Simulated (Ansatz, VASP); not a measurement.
# AlP in VASP and in Ansatz

File INCAR:

```
SYSTEM = AlP
PREC     = Accurate       ! precision mode
ENCUT    = 500            ! plane-wave cutoff, eV
EDIFF    = 1E-6           ! SCF threshold, eV
ISMEAR   = 0              ! smearing method
SIGMA    = 0.01           ! smearing width, eV
LREAL    = .FALSE.        ! projectors in reciprocal space
LASPH    = .TRUE.         ! aspherical terms in the spheres
NELM     = 120            ! most SCF steps
ALGO     = Normal         ! electronic algorithm
ISIF     = 2              ! what is computed and relaxed
LWAVE    = .FALSE.        ! write WAVECAR
LCHARG   = .FALSE.        ! write CHGCAR
GGA      = PS             ! functional
NBANDS   = 11             ! bands
GGA_COMPAT= .FALSE.
```

The input KPOINTS:

```
regular mesh
0
G
  4 4 4
  0 0 0
```

Contents of POSCAR:

```
AlP
1.0
    0.0000000000      2.7255000000      2.7255000000
    2.7255000000      0.0000000000      2.7255000000
    2.7255000000      2.7255000000      0.0000000000
Al P
1 1
Direct
   -0.0144184002      0.0014452963      0.0008179328
    0.2355485481      0.2516678517      0.2510351722
```

Input for Ansatz:

```yaml
crystal:
  lattice:
    - [0.0, 2.7255, 2.7255]
    - [2.7255, 0.0, 2.7255]
    - [2.7255, 2.7255, 0.0]
  atoms:
    - { symbol: Al, position: [-0.014418400171128479, 0.0014452962846503727, 0.0008179328264309979] }
    - { symbol: P, position: [0.2355485480597263, 0.25166785171921296, 0.2510351721963492] }
kpoints:
  mp_grid:
    grid: [4, 4, 4]
hamiltonian:
  xc: pbesol
scf:
  convergence:
    dr2_threshold: 1.0e-08
  occupations:
    method: fixed
output:
  forces: true
```

Alike in both runs: task single point; functional PBEsol; k mesh 4 × 4 × 4; no spin polarisation.

|  | VASP | Ansatz |
| --- | --- | --- |
| version | VASP 6.6.1 | Ansatz 0.2.0 |
| potentials or method | VASP PAW PBE potentials, release 64 (Al, P) | plane waves, PAW |
| plane-wave cutoff (eV) | 500 | 420 |
| occupations | gaussian, width 0.01 eV | fixed |
| valence electrons in the cell | 8 | 8 |

|  | VASP | Ansatz | Ansatz less VASP |
| --- | --- | --- | --- |
| rms of the force components (eV/Å) | 0.008 | 0.008 | 0.0000 |

VASP's potentials were made for PBE, not for PBEsol. Atom by atom the forces differ by 0.000 eV/Å (rms over components). Ansatz's warnings: structure snapped to symmetry.

The k mesh is coarse, so the values compare programs but aren't converged.
